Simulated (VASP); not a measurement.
Input of a VASP 6.6.1 run:

The input INCAR:

```
PREC = Accurate ; ENCUT = 500
EDIFF = 1E-6 ; ISMEAR = 0
SIGMA = 0.02 ; LREAL = False
LASPH = True ; NELM = 120
ALGO = Normal ; ISIF = 2
LWAVE = False ; LCHARG = False
GGA = CA ; NBANDS = 11
GGA_COMPAT = False
```

KPOINTS

```
Automatic mesh
0
Gamma
  8 8 8
```

Contents of POSCAR:

```
AlAs
1.0
    0.0000000000      2.8143920104      2.8143920104
    2.8143920104      0.0000000000      2.8143920104
    2.8143920104      2.8143920104      0.0000000000
Al As
1 1
Direct
    0.0000000000      0.0000000000      0.0000000000
    0.2500000000      0.2500000000      0.2500000000
```

Potentials or basis: VASP PAW LDA potentials, release 64 (Al, As).

Command:

```bash
$ cat potpaw_LDA.64/Al/POTCAR potpaw_LDA.64/As/POTCAR > POTCAR
$ mpirun -np 1 vasp_std > vasp.out
```

Question: Estimate the pressure.

Answer: 0.4 GPa.

Question: Predict the band gap on the k mesh.

Answer: 1.31 eV, indirect (least direct gap 2.02 eV).

A k mesh can miss the band edges.
